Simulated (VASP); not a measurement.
# Sb (Fd-3m) in VASP: a series of runs

Sb is run at these levels: PBE; tasks: single point.

Program: VASP 6.6.1. These are calculated values, not measurements. Logs are shortened: lines on timing, memory, paths and dates and some standing lists are left out, and cuts for length are marked.

### 1 The cell of the first run

Symmetry: Fd-3m, No. 227, cubic system. The conventional cell has a = 6.948 Å, b = 6.948 Å, c = 6.948 Å, α = 90.00°, β = 90.00°, γ = 90.00°. Within 4.0 Å of Sb (site symmetry -43m) lie 4 Sb at 3.01 Å.

### 2 Single point, PBE

INCAR

```
PREC = Accurate ; ENCUT = 520
EDIFF = 1E-7 ; ISMEAR = -1
SIGMA = 0.06122561905347299 ; LREAL = False
LASPH = True ; NELM = 100
ALGO = Normal ; ISIF = 2
LWAVE = False ; LCHARG = False
GGA = PE ; NBANDS = 12
```

KPOINTS

```
Automatic mesh
0
Gamma
  14 14 14
```

POSCAR

```
Sb
1.0
    0.0000000000      3.4738768862      3.4738768862
    3.4738768862      0.0000000000      3.4738768862
    3.4738768862      3.4738768862      0.0000000000
Sb
2
Direct
    0.0000000000      0.0000000000      0.0000000000
    0.2500000000      0.2500000000      0.2500000000
```

Potentials or basis: VASP PAW PBE potentials, release 64 (Sb).

Command:

```bash
cat potpaw_PBE.64/Sb/POTCAR > POTCAR
mpirun -np 1 vasp_std > vasp.out
```

OUTCAR:

```text
PREC = Accurate
   ENCUT = 520
   EDIFF = 1E-7
   ISMEAR = -1
   LREAL = False
   LASPH = True
   NELM = 100
   ISIF = 2
   GGA = PE

 ion  position               nearest neighbor table
   1  0.000  0.000  0.000-   2 3.01   2 3.01   2 3.01   2 3.01
   2  0.250  0.250  0.250-   1 3.01   1 3.01   1 3.01   1 3.01

  LATTYP: Found a face centered cubic cell.
 ALAT       =     6.9477537724

  Lattice vectors:

 A1 = (   0.0000000000,   3.4738768862,   3.4738768862)
 A2 = (   3.4738768862,   0.0000000000,   3.4738768862)
 A3 = (   3.4738768862,   3.4738768862,   0.0000000000)

Analysis of symmetry for initial positions (statically):
=====================================================================
 Subroutine PRICEL returns:
 Original cell was already a primitive cell.

 Routine SETGRP: Setting up the symmetry group for a
 face centered cubic supercell.

 Subroutine GETGRP returns: Found 48 space group operations
 (whereof 24 operations were pure point group operations)
 out of a pool of 48 trial point group operations.

The static configuration has the point symmetry T_d .
 The point group associated with its full space group is O_h .

Analysis of symmetry for dynamics (positions and initial velocities):
=====================================================================
 Subroutine PRICEL returns:
 Original cell was already a primitive cell.

 Routine SETGRP: Setting up the symmetry group for a
 face centered cubic supercell.

 Subroutine GETGRP returns: Found 48 space group operations
 (whereof 24 operations were pure point group operations)
 out of a pool of 48 trial point group operations.

The dynamic configuration has the point symmetry T_d .
 The point group associated with its full space group is O_h .

 Subroutine INISYM returns: Found 48 space group operations
 (whereof 24 operations are pure point group operations),
 and found     1 'primitive' translations

----------------------------------------------------------------------------------------

                                     Primitive cell

  volume of cell :      83.8442

  direct lattice vectors                    reciprocal lattice vectors
     0.000000000  3.473876886  3.473876886    -0.143931410  0.143931410  0.143931410
     3.473876886  0.000000000  3.473876886     0.143931410 -0.143931410  0.143931410
     3.473876886  3.473876886  0.000000000     0.143931410  0.143931410 -0.143931410

  length of vectors
     4.912803806  4.912803806  4.912803806     0.249296516  0.249296516  0.249296516

[... 86 lines left out ...]
   ISIF   =      2    stress and relaxation
   ISYM   =      2    0-nonsym 1-usesym 2-fastsym
   POTIM  = 0.5000    time-step for ionic-motion
   TEBEG  =    0.0;   TEEND  =   0.0 temperature during run
   PSTRESS=    0.0 pullay stress
   NELECT =      10.0000    total number of electrons
   NUPDOWN=      -1.0000    fix difference up-down
   EMIN   =  10.00;   EMAX   =-10.00  energy-range for DOS
   EFERMI =   0.00;   METHOD = LEGACY
   ISMEAR =    -1;   SIGMA  =   0.06  broadening in eV -4-tet -1-fermi 0-gaus
   EFERMI_NEDOS =   21; number of points for ismear=-14 and -15
   IALGO  =     38    algorithm
   IMIX   =      4    mixing-type and parameters
     AMIX     =   0.40;   BMIX     =  1.00
     AMIX_MAG =   1.60;   BMIX_MAG =  1.00
  volume/ion in A,a.u.               =      41.92       282.90
  Fermi-wavevector in a.u.,A,eV,Ry     =   0.805843  1.522822  8.835390  0.649383
  Thomas-Fermi vector in A             =   1.914164
   LORBIT       =      0    0 simple, 1 ext, 2 COOP (PROOUT), +10 PAW based schemes
   GGA     = PE    functional components
   LHFCALC =     F    Hartree Fock is set to
   AEXX    =    0.0000 exact exchange contribution
   IVDW    =     0    specifies the selected vdW correction
   LEPSILON=     F    determine dielectric tensor
   LRPA    =     F    only Hartree local field effects (RPA)
 non-spin polarized calculation
  energy-cutoff  :      520.00
  volume of cell :       83.84
 maximum number of plane-waves:      2281
 NGX is ok and might be reduce to    40
   NGX = 19   NGY = 19   NGZ = 19

 number of electron      10.0000000 magnetization

 number of electron       9.9999999 magnetization

 Free energy of the ion-electron system (eV)
  ---------------------------------------------------
  ext. energy  EPLUGINS =         0.00000000
  ---------------------------------------------------
  free energy    TOTEN  =        -7.66842283 eV

  energy without entropy =       -7.65602912  energy(sigma->0) =       -7.66222597

 E-fermi :   4.0443     XC(G=0):  -7.9325

 val. band max:        4.0264366334   @ k =  -0.4286   0.3571   0.1429
 cond. band min:       4.1344122405   @ k =   0.2857   0.2143   0.0714
 fundamental gap:      0.1079756071
 Fermi energy:         4.0443250499

 k-point     1 :       0.0000    0.0000    0.0000
  band No.  band energies     occupation
      1      -7.5014      2.00000
      2      -1.2743      2.00000
      3       2.2452      2.00000
      4       2.2452      2.00000
      5       2.2452      2.00000
      6       4.5472      0.00054
      7       4.5472      0.00054
      8       4.5472      0.00054
      9       7.9836      0.00000
     10      10.3810      0.00000
     11      10.3810      0.00000
     12      11.5719      0.00000
[... 331 lines left out ...]
 k-point    24 :       0.2857    0.1429    0.0000
  band No.  band energies     occupation
      1      -6.9967      2.00000
      2      -2.8668      2.00000
      3       1.2685      2.00000
      4       1.4101      2.00000
      5       3.1070      2.00000
      6       4.3885      0.00722
      7       5.8836      0.00000
      8       6.0952      0.00000
      9       8.8567      0.00000
     10       9.8208      0.00000
     11      10.5887      0.00000
     12      11.8084      0.00000

 [... further k-points ...]
[... 5 lines left out ...]
  --------------------------------------------------------------------------------------
  -------------------------------------------------------------------------------------
  Total        0.3069567      0.3069567      0.3069567      0.0000000      0.0000000      0.0000000
  in kB        5.8656269      5.8656269      5.8656269      0.0000000      0.0000000      0.0000000
  external PRESSURE =       5.8656269 kB  Pullay stress =       0.0000000 kB

 VOLUME and BASIS-vectors are now :
 -----------------------------------------------------------------------------
  energy-cutoff  :      520.00
  volume of cell :       83.84
      direct lattice vectors                 reciprocal lattice vectors
     0.000000000  3.473876886  3.473876886    -0.143931410  0.143931410  0.143931410
     3.473876886  0.000000000  3.473876886     0.143931410 -0.143931410  0.143931410
     3.473876886  3.473876886  0.000000000     0.143931410  0.143931410 -0.143931410

 POSITION                                       TOTAL-FORCE (eV/Angst)
 -----------------------------------------------------------------------------------
      0.00000      0.00000      0.00000         0.000000      0.000000      0.000000
      1.73694      1.73694      1.73694        -0.000000     -0.000000     -0.000000
 -----------------------------------------------------------------------------------
    total drift:                               -0.000000      0.000000      0.000000

  FREE ENERGIE OF THE ION-ELECTRON SYSTEM (eV)
  ---------------------------------------------------
  free  energy   TOTEN  =        -7.6684228254 eV

  energy  without entropy=       -7.6560291210  energy(sigma->0) =       -7.66222597
```

stdout:

```text
POSCAR found type information on POSCAR Sb
 POSCAR found :  1 types and       2 ions
 scaLAPACK will be used
 LDA part: xc-table for (Slater+PW92), standard interpolation
 POSCAR, INCAR and KPOINTS ok, starting setup
 FFT: planning ... GRIDC
 FFT: planning ... GRID_SOFT
 FFT: planning ... GRID
 WAVECAR not read
 entering main loop
```

Wall time 55 s (1 thread of Intel Xeon 6975P-C (Granite Rapids), shared host); peak memory 0.28 GiB.

What came out:

| Property | Result |
| --- | --- |
| Free energy | -7.6684 eV |
| Pressure | 0.6 GPa |
| Band gap on the k mesh | zero (band 5 reaches 4.73 eV, above the bottom of band 6 at 3.56 eV) |

Caveat: spin-orbit coupling is left out, which moves the levels of the heavy elements.

### 3 Single point, PBE

This run uses another cell than the first one, of 45.34 Å³/atom, 1.082 times its volume.

INCAR

```
SYSTEM = Sb
ALGO     = Normal         ! electronic algorithm
EDIFF    = 1E-7           ! SCF threshold, eV
ENCUT    = 520            ! plane-wave cutoff, eV
GGA      = PE             ! functional
ISIF     = 2              ! what is computed and relaxed
ISMEAR   = -1             ! smearing method
LASPH    = .True.         ! aspherical terms in the spheres
LCHARG   = .False.        ! write CHGCAR
LREAL    = .False.        ! projectors in reciprocal space
LWAVE    = .False.        ! write WAVECAR
NBANDS   = 12             ! bands
NELM     = 60             ! most SCF steps
PREC     = Accurate       ! precision mode
SIGMA    = 0.06122561905347299 ! smearing width, eV
```

KPOINTS

```
k-points
0
Gamma
  27 27 27
  0 0 0
```

POSCAR

```
Sb
1.0
    0.0000000000      3.5659426387      3.5659426387
    3.5659426387      0.0000000000      3.5659426387
    3.5659426387      3.5659426387      0.0000000000
Sb
2
Direct
    0.0000000000      0.0000000000      0.0000000000
    0.2500000000      0.2500000000      0.2500000000
```

Potentials or basis: VASP PAW PBE potentials, release 64 (Sb).

Command:

```bash
cat potpaw_PBE.64/Sb/POTCAR > POTCAR
mpirun -np 1 vasp_std > vasp.out
```

OUTCAR:

```text
SYSTEM = Sb
   EDIFF = 1E-7
   ENCUT = 520
   GGA = PE
   ISIF = 2
   ISMEAR = -1
   LASPH = .True.
   LREAL = .False.
   NELM = 60
   PREC = Accurate

 ion  position               nearest neighbor table
   1  0.000  0.000  0.000-   2 3.09   2 3.09   2 3.09   2 3.09
   2  0.250  0.250  0.250-   1 3.09   1 3.09   1 3.09   1 3.09

  LATTYP: Found a face centered cubic cell.
 ALAT       =     7.1318852774

  Lattice vectors:

 A1 = (   0.0000000000,   3.5659426387,   3.5659426387)
 A2 = (   3.5659426387,   0.0000000000,   3.5659426387)
 A3 = (   3.5659426387,   3.5659426387,   0.0000000000)

[... 538 lines left out ...]
      9       8.7423      0.00000
     10       9.2668      0.00000
     11       9.6283      0.00000
     12      10.5622      0.00000

 [... further k-points ...]
[... 5 lines left out ...]
  --------------------------------------------------------------------------------------
  -------------------------------------------------------------------------------------
  Total       -0.9536211     -0.9536211     -0.9536211      0.0000000      0.0000000      0.0000000
  in kB      -16.8474191    -16.8474191    -16.8474191      0.0000000      0.0000000      0.0000000
  external PRESSURE =     -16.8474191 kB  Pullay stress =       0.0000000 kB

 VOLUME and BASIS-vectors are now :
 -----------------------------------------------------------------------------
  energy-cutoff  :      520.00
  volume of cell :       90.69
      direct lattice vectors                 reciprocal lattice vectors
     0.000000000  3.565942639  3.565942639    -0.140215379  0.140215379  0.140215379
     3.565942639  0.000000000  3.565942639     0.140215379 -0.140215379  0.140215379
     3.565942639  3.565942639  0.000000000     0.140215379  0.140215379 -0.140215379

 POSITION                                       TOTAL-FORCE (eV/Angst)
 -----------------------------------------------------------------------------------
      0.00000      0.00000      0.00000         0.000000      0.000000      0.000000
      1.78297      1.78297      1.78297        -0.000000     -0.000000     -0.000000
 -----------------------------------------------------------------------------------
    total drift:                               -0.000000      0.000000      0.000000

  FREE ENERGIE OF THE ION-ELECTRON SYSTEM (eV)
  ---------------------------------------------------
  free  energy   TOTEN  =        -7.6406874940 eV

  energy  without entropy=       -7.6266760794  energy(sigma->0) =       -7.63368179
```

OSZICAR:

```text
N       E                     dE             d eps       ncg     rms          rms(c)
DAV:   1     0.277598110544E+02    0.27760E+02   -0.31815E+03 13440   0.601E+02
DAV:   2    -0.578706063060E+01   -0.33547E+02   -0.32394E+02 17328   0.954E+01
DAV:   3    -0.763220245175E+01   -0.18451E+01   -0.18316E+01 17128   0.234E+01
DAV:   4    -0.765566797722E+01   -0.23466E-01   -0.23462E-01 14956   0.323E+00
DAV:   5    -0.765615714254E+01   -0.48917E-03   -0.48916E-03 16696   0.512E-01    0.228E+00
DAV:   6    -0.764640766125E+01    0.97495E-02   -0.51911E-03 14860   0.405E-01    0.136E+00
DAV:   7    -0.764022780193E+01    0.61799E-02   -0.13278E-02 14652   0.623E-01    0.794E-02
DAV:   8    -0.764060770860E+01   -0.37991E-03   -0.60195E-04 14236   0.140E-01    0.165E-02
DAV:   9    -0.764067552895E+01   -0.67820E-04   -0.77703E-05 15392   0.471E-02    0.813E-03
DAV:  10    -0.764068610229E+01   -0.10573E-04   -0.12729E-05 14448   0.183E-02    0.438E-03
DAV:  11    -0.764068742179E+01   -0.13195E-05   -0.10099E-06 15840   0.513E-03    0.813E-04
DAV:  12    -0.764068749404E+01   -0.72244E-07   -0.13725E-07 14372   0.200E-03
   1 F= -.76406875E+01 E0= -.76336818E+01  d E =-.140114E-01
```

stdout:

```text
POSCAR found type information on POSCAR Sb
 POSCAR found :  1 types and       2 ions
 scaLAPACK will be used
 LDA part: xc-table for (Slater+PW92), standard interpolation
 POSCAR, INCAR and KPOINTS ok, starting setup
 FFT: planning ... GRIDC
 FFT: planning ... GRID_SOFT
 FFT: planning ... GRID
 WAVECAR not read
 entering main loop
```

Wall time 4.3 min (1 thread of Intel Xeon Platinum 8488C (Sapphire Rapids), shared host); peak memory 0.64 GiB.

Results:

| Quantity | Value |
| --- | --- |
| Free energy | -7.6407 eV |
| Pressure | -1.7 GPa |
| Band gap on the k mesh | zero (band 5 reaches 3.87 eV, above the bottom of band 6 at 2.97 eV) |

Caveat: spin-orbit coupling is left out, which moves the levels of the heavy elements.
